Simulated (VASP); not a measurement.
# LiH (Fm-3m) in VASP: G0W0 quasiparticle levels with PBE

Aim: the G0W0 quasiparticle levels of LiH with PBE.

Program: VASP 6.6.1. These are calculated values, not measurements. Logs are shortened: lines on timing, memory, paths and dates and some standing lists are left out, and cuts for length are marked.

### 1 The cell of the first run

It takes space group Fm-3m (No. 225, cubic). The conventional cell has a = 3.997 Å, b = 3.997 Å, c = 3.997 Å, α = 90.00°, β = 90.00°, γ = 90.00°. Li (site symmetry m-3m) has 6 H at 2.00 Å within 2.6 Å. H (site symmetry m-3m) has 6 Li at 2.00 Å within 2.6 Å.

### 2 G0W0 quasiparticle levels, PBE

Contents of POSCAR:

```
LiH
1.0
    0.0000000000      1.9984726947      1.9984726947
    1.9984726947      0.0000000000      1.9984726947
    1.9984726947      1.9984726947      0.0000000000
Li H
1 1
Direct
    0.0000000000      0.0000000000      0.0000000000
    0.5000000000      0.5000000000      0.5000000000
```

Contents of INCAR.step1:

```
ALGO = Normal
EDIFF = 1E-8
ENCUT = 500
GGA = PE
ISMEAR = 0
LASPH = T
LCHARG = F
LREAL = F
LWAVE = T
NELM = 60
PREC = Accurate
SIGMA = 0.01
```

Contents of INCAR.step2:

```
ALGO = Exact
EDIFF = 1E-8
ENCUT = 500
GGA = PE
ISMEAR = 0
ISTART = 1
LASPH = T
LCHARG = F
LOPTICS = T
LREAL = F
LWAVE = T
NBANDS = 31
NELM = 1
PREC = Accurate
SIGMA = 0.01
```

Contents of INCAR.step3:

```
ALGO = EVGW0
EDIFF = 1E-8
ENCUT = 500
ENCUTGW = 80.0
GGA = PE
ISMEAR = 0
ISTART = 1
LASPH = T
LCHARG = F
LREAL = F
LWAVE = F
NBANDS = 31
NBANDSGW = 9
NELMGW = 1
NOMEGA = 96
OMEGAMAX = 20
PREC = Accurate
PRECFOCK = Fast
SIGMA = 0.01
```

Contents of KPOINTS:

```
k-points
0
Gamma
  10 10 10
```

Potentials or basis: VASP PAW PBE potentials, release 64 (Li_GW, H_GW).

The run is started by

```
$ cat potpaw_PBE.64/Li_GW/POTCAR potpaw_PBE.64/H_GW/POTCAR > POTCAR
$ cp INCAR.step1 INCAR
$ mpirun -np 1 vasp_std > vasp.out
$ cp INCAR.step2 INCAR
$ mpirun -np 1 vasp_std > vasp.out
$ cp INCAR.step3 INCAR
$ mpirun -np 1 vasp_std > vasp.out
```

OUTCAR:

```text
EDIFF = 1E-8
   ENCUT = 500
   ENCUTGW = 80.0
   GGA = PE
   ISMEAR = 0
   ISTART = 1
   LASPH = T
   LREAL = F
   NELMGW = 1
   PREC = Accurate
   PRECFOCK = Fast

 ion  position               nearest neighbor table
   1  0.000  0.000  0.000-   2 2.00   2 2.00   2 2.00   2 2.00   2 2.00   2 2.00
   2  0.500  0.500  0.500-   1 2.00   1 2.00   1 2.00   1 2.00   1 2.00   1 2.00

  LATTYP: Found a face centered cubic cell.
 ALAT       =     3.9969453894

  Lattice vectors:

 A1 = (   0.0000000000,   1.9984726947,   1.9984726947)
 A2 = (   1.9984726947,   0.0000000000,   1.9984726947)
 A3 = (   1.9984726947,   1.9984726947,   0.0000000000)

Analysis of symmetry for initial positions (statically):
=====================================================================
 Subroutine PRICEL returns:
 Original cell was already a primitive cell.

 Routine SETGRP: Setting up the symmetry group for a
 face centered cubic supercell.

 Subroutine GETGRP returns: Found 48 space group operations
 (whereof 48 operations were pure point group operations)
 out of a pool of 48 trial point group operations.

The static configuration has the point symmetry O_h .

Analysis of symmetry for dynamics (positions and initial velocities):
=====================================================================
 Subroutine PRICEL returns:
 Original cell was already a primitive cell.

 Routine SETGRP: Setting up the symmetry group for a
 face centered cubic supercell.

 Subroutine GETGRP returns: Found 48 space group operations
 (whereof 48 operations were pure point group operations)
 out of a pool of 48 trial point group operations.

The dynamic configuration has the point symmetry O_h .

 Subroutine INISYM returns: Found 48 space group operations
 (whereof 48 operations are pure point group operations),
 and found     1 'primitive' translations

----------------------------------------------------------------------------------------

                                     Primitive cell

  volume of cell :      15.9634

  direct lattice vectors                    reciprocal lattice vectors
     0.000000000  1.998472695  1.998472695    -0.250191059  0.250191059  0.250191059
     1.998472695  0.000000000  1.998472695     0.250191059 -0.250191059  0.250191059
     1.998472695  1.998472695  0.000000000     0.250191059  0.250191059 -0.250191059

  length of vectors
     2.826267189  2.826267189  2.826267189     0.433343626  0.433343626  0.433343626

  position of ions in fractional coordinates (direct lattice)
     0.000000000  0.000000000  0.000000000
     0.500000000  0.500000000  0.500000000

  ion indices of the primitive-cell ions
   primitive index   ion index
                 1           1
                 2           2

----------------------------------------------------------------------------------------

 KPOINTS: k-points

Automatic generation of k-mesh.
 Grid dimensions read from file:
 generate k-points for:   10   10   10

 Generating k-lattice:

  Cartesian coordinates                     Fractional coordinates (reciprocal lattice)
    -0.025019106  0.025019106  0.025019106     0.100000000  0.000000000  0.000000000
     0.025019106 -0.025019106  0.025019106     0.000000000  0.100000000  0.000000000
     0.025019106  0.025019106 -0.025019106     0.000000000  0.000000000  0.100000000

  Length of vectors
     0.043334363  0.043334363  0.043334363

  Shift w.r.t. Gamma in fractional coordinates (k-lattice)
     0.000000000  0.000000000  0.000000000

 Subroutine IBZKPT returns following result:
 ===========================================

 Found     47 irreducible k-points:

 Following reciprocal coordinates:
            Coordinates               Weight
  0.000000  0.000000  0.000000      1.000000
  0.100000  0.000000  0.000000      8.000000
  0.200000  0.000000  0.000000      8.000000
  0.300000  0.000000  0.000000      8.000000
  0.400000  0.000000  0.000000      8.000000
  0.500000  0.000000  0.000000      4.000000
[... 16 lines left out ...]
  0.300000  0.300000  0.000000      6.000000
  0.400000  0.300000  0.000000     24.000000
 [... further k-points ...]
   k-points           NKPTS =     47   k-points in BZ     NKDIM =   1000   number of bands    NBANDS=     31
   number of dos      NEDOS =    301   number of ions     NIONS =      2
   total plane-waves  NPLWV =  13824
   dimension x,y,z NGX =    24 NGY =   24 NGZ =   24
   dimension x,y,z NGXF=    48 NGYF=   48 NGZF=   48
   ions per type =               1   1
   NGX,Y,Z   is equivalent  to a cutoff of  14.12, 14.12, 14.12 a.u.
   NGXF,Y,Z  is equivalent  to a cutoff of  28.23, 28.23, 28.23 a.u.
 SYSTEM =  unknown system
   PREC   = accura    normal or accurate (medium, high low for compatibility)
   ISTART =      1    job   : 0-new  1-cont  2-samecut
   ICHARG =      0    charge: 1-file 2-atom 10-const
   ISPIN  =      1    spin polarized calculation?
   LNONCOLLINEAR =      F non collinear calculations
   LSORBIT =      F    spin-orbit coupling
   LASPH  =      T    aspherical Exc in radial PAW
   ENCUT  =  500.0 eV  36.75 Ry    6.06 a.u.   5.15  5.15  5.15*2*pi/ulx,y,z
   NELM   =     60;   NELMIN=  2; NELMDL=  0     # of ELM steps
   EDIFF  = 0.1E-07   stopping-criterion for ELM
   LREAL  =      F    real-space projection
   EDIFFG = 0.1E-06   stopping-criterion for IOM
   NSW    =      0    number of steps for IOM
   IBRION =     -1    ionic relax: 0-MD 1-quasi-New 2-CG
   NFREE  =      0    steps in history (QN), initial steepest desc. (CG)
   ISIF   =      0    stress and relaxation
   ISYM   =      3    0-nonsym 1-usesym 2-fastsym
   POTIM  = 0.5000    time-step for ionic-motion
   TEBEG  =    0.0;   TEEND  =   0.0 temperature during run
   PSTRESS=    0.0 pullay stress
   NELECT =       2.0000    total number of electrons
   NUPDOWN=      -1.0000    fix difference up-down
   EMIN   =  10.00;   EMAX   =-10.00  energy-range for DOS
   EFERMI =   0.00;   METHOD = LEGACY
   ISMEAR =     0;   SIGMA  =   0.01  broadening in eV -4-tet -1-fermi 0-gaus
   EFERMI_NEDOS =   21; number of points for ismear=-14 and -15
   IALGO  =     38    algorithm
   IMIX   =      4    mixing-type and parameters
     AMIX     =   0.40;   BMIX     =  1.00
     AMIX_MAG =   1.60;   BMIX_MAG =  1.00
  volume/ion in A,a.u.               =       7.98        53.86
  Fermi-wavevector in a.u.,A,eV,Ry     =   0.819175  1.548016  9.130155  0.671047
  Thomas-Fermi vector in A             =   1.929933
   LORBIT       =      0    0 simple, 1 ext, 2 COOP (PROOUT), +10 PAW based schemes
   GGA     = PE    functional components
   LHFCALC =     T    Hartree Fock is set to
   PRECFOCK=fast      Normal, Fast or Accurate (Low or Medium for compatibility)
   ENCUT4O =  -1.0   cutoff for four orbital integrals eV
   NKREDX  =     1    reduce k-point grid by
   NKREDY  =     1    reduce k-point grid by
   NKREDZ  =     1    reduce k-point grid by
   AEXX    =    1.0000 exact exchange contribution
   HFSCREEN=    0.0000 screening length (either q_TF or 0.3 A-1)
   HFSCREENC=   0.0000 screening length for correlation (either q_TF or 0.3 A-1)
   ENCUTFOCK=  -1.0 apply spherical cutoff to Coloumb kernel
   IVDW    =     0    specifies the selected vdW correction
   LEPSILON=     F    determine dielectric tensor
   LRPA    =     F    only Hartree local field effects (RPA)
   LRPAFORCE           =     F    calculate RPA forces
   ENCUTGW             =  80.0    cutoff for response function in eV
   ENCUTGWSOFT         =  64.0    soft cutoff for Coulomb kernel in GW response function in eV
   ENCUTLF             =  -1.0    cutoff for local field effects
   NELMGW              =     1    number of iterations in solving QP/BSE equation
   NELMHF              =     1    number of iterations in the inner HF iteration
   NKREDLFX            =     1    NKREDLFY  =   1   NKREDLFZ  =   1
 non-spin polarized calculation
 Gauss-broadening in eV      SIGMA  =   0.01
  energy-cutoff  :      500.00
  volume of cell :       15.96
 maximum number of plane-waves:       414
 NGX is ok and might be reduce to    24
  NGX = 14; NGY = 14; NGZ = 14
   NGX = 11   NGY = 11   NGZ = 11
 maximum number of plane-waves:        29
 NGX is ok and might be reduce to    10

 QP shifts <psi_nk| G(iteration)W_0 |psi_nk>: iteration 1
 for sc-GW calculations column KS-energies equals QP-energies in previous step
 and V_xc(KS)=  KS-energies - (<T + V_ion + V_H > + <T+V_H+V_ion>^1  + <V_x>^1)

 k-point   1 :       0.0000    0.0000    0.0000
  band No.  KS-energies  QP-energies   sigma(KS)   V_xc(KS)     V^pw_x(r,r')   Z            occupation Imag(sigma)

      1      -8.1372      -9.5170     -11.4303      -9.3636     -15.2190       0.6676       2.0000       0.1988
      2      13.5597      14.4810     -10.0189     -11.3130      -4.1568       0.7119       0.0000      -0.9316
      3      15.3479      16.4316      -6.5111      -7.9780      -1.3832       0.7388       0.0000      -0.5349
      4      15.3479      16.4316      -6.5111      -7.9780      -1.3832       0.7388       0.0000      -0.5349
      5      15.3479      16.4316      -6.5111      -7.9780      -1.3832       0.7388       0.0000      -0.5349
      6      20.0856      20.6149      -6.7216      -7.2810      -1.1061       0.9462       0.0000      -2.2070
      7      20.0856      20.6149      -6.7216      -7.2810      -1.1061       0.9462       0.0000      -2.2070
      8      20.0856      20.6149      -6.7216      -7.2810      -1.1061       0.9462       0.0000      -2.2070
      9      21.7383      22.4219      -6.0080      -6.7868      -0.8236       0.8776       0.0000      -1.8930

 k-point   2 :       0.1000    0.0000    0.0000
  band No.  KS-energies  QP-energies   sigma(KS)   V_xc(KS)     V^pw_x(r,r')   Z            occupation Imag(sigma)

      1      -7.9576      -9.3343     -11.4346      -9.3837     -15.1361       0.6713       2.0000       0.1878
      2      12.0740      12.9123      -8.5961      -9.7648      -3.2671       0.7172       0.0000      -0.5931
      3      14.3514      15.2272      -7.9129      -9.1070      -2.3761       0.7335       0.0000      -0.8228
      4      14.9537      15.9622      -6.5359      -7.8896      -1.3837       0.7450       0.0000      -0.5732
      5      14.9537      15.9622      -6.5359      -7.8896      -1.3837       0.7450       0.0000      -0.5732
      6      19.5630      20.2394      -6.3993      -7.2133      -0.9762       0.8310       0.0000      -1.6770
      7      20.9349      21.6564      -6.5245      -7.3169      -1.0285       0.9105       0.0000      -2.1454
      8      20.9349      21.6564      -6.5245      -7.3169      -1.0285       0.9105       0.0000      -2.1454
      9      23.9462      25.7587      -6.4812      -8.4070      -1.5572       0.9412       0.0000      -2.2806
[... 274 lines left out ...]
 k-point  24 :       0.4000    0.3000    0.0000
  band No.  KS-energies  QP-energies   sigma(KS)   V_xc(KS)     V^pw_x(r,r')   Z            occupation Imag(sigma)

      1      -4.9857      -6.2158     -11.5688      -9.8868     -13.9440       0.7313       2.0000       0.0823
      2       4.0776       4.8377      -7.9569      -8.9549      -4.1992       0.7617       0.0000      -0.0911
      3       7.8787       8.6011      -6.6872      -7.6638      -2.1184       0.7397       0.0000      -0.1950
      4       9.2188      10.0901      -6.5857      -7.7518      -1.9562       0.7472       0.0000      -0.2353
      5      13.6753      13.9817      -6.9193      -7.3165      -1.3885       0.7714       0.0000      -1.0437
      6      15.0139      15.6983      -7.0622      -7.9912      -1.5237       0.7367       0.0000      -0.8586
      7      27.1328      29.2220      -7.1625      -9.5000      -1.9099       0.8937       0.0000      -2.6305
      8      27.6083      29.3521      -6.1754      -8.2337      -1.1372       0.8472       0.0000      -2.1779
      9      30.1950      32.3989      -5.9562      -8.2642      -0.9660       0.9549       0.0000      -2.3916

 [... further k-points ...]
```

It took 6.6 min on 1 thread of Intel Xeon 6975P-C (Granite Rapids), shared host; peak memory 0.64 GiB.

Results:

- Quasiparticle gap: 4.76 eV
- Least direct quasiparticle gap: 4.76 eV
- Band gap of the starting levels on the mesh: 2.98 eV
- Least direct gap of the starting levels on the mesh: 2.98 eV

Caveat: bands, screening cutoff and mesh are small and nothing is extrapolated, so the quasiparticle values aren't converged.
